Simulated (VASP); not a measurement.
# Si7Sn: density of states with PBE

Crystal: Si7Sn.

```
Si Sn
1.0
    -3.21123    3.21123    3.21123
     3.21123   -3.21123    3.21123
     3.21123    3.21123   -3.21123
Si Sn
7 1
Direct
  0.00000 0.50000 0.50000
  0.50000 0.50000 0.00000
  0.50000 0.00000 0.50000
  0.00000 0.00000 0.50000
  0.00000 0.50000 0.00000
  0.50000 0.00000 0.00000
  0.50000 0.50000 0.50000
  0.00000 0.00000 0.00000
```

```
Program                 : VASP 6.6.1
Task                    : density of states
Functional              : PBE
Potentials or basis     : VASP PAW PBE potentials, release 64 (Si, Sn_d)
Cutoff                  : 520 eV
k mesh                  : 8 × 8 × 8
Occupations             : gaussian, width 0.1 eV
Spin                    : no spin polarisation
Dipole correction       : no
k mesh for the DOS      : 12 × 12 × 12
Occupations for the DOS : tetrahedron
Further INCAR settings  : ALGO = Normal; EDIFF = 1e-06; NBANDS = 31
```

```yaml
Valence_electrons_inside_the_program's_atomic_spheres: Si 1.52, 1.54; Sn 12.41
```

Levels at points of the mesh, in eV from the Fermi level:
```tsv
k point	band 17	band 18	band 19	band 20	band 21	band 22	band 23	band 24	band 25	band 26
(0.00, 0.00, 0.00)	-5.83	-5.83	-0.52	-0.52	-0.52	0.15	2.86	2.86	4.15	4.73
(0.50, 0.00, 0.00)	-1.59	-1.56	-1.26	-0.93	-0.82	-0.74	-0.67	1.12	1.17	2.07
(0.50, 0.50, 0.50)	-2.41	-2.41	-2.41	2.61	2.61	2.61	2.63	2.63	2.63	2.81
```

Wall time 4.5 min on 1 thread of Intel(R) Xeon(R) Platinum 8259CL CPU @ 2.50GHz (Skylake/Cascade Lake), on a shared host, peak memory 0.4 GiB.

Caveat: spin-orbit coupling is left out, which moves the levels of the heavy elements.
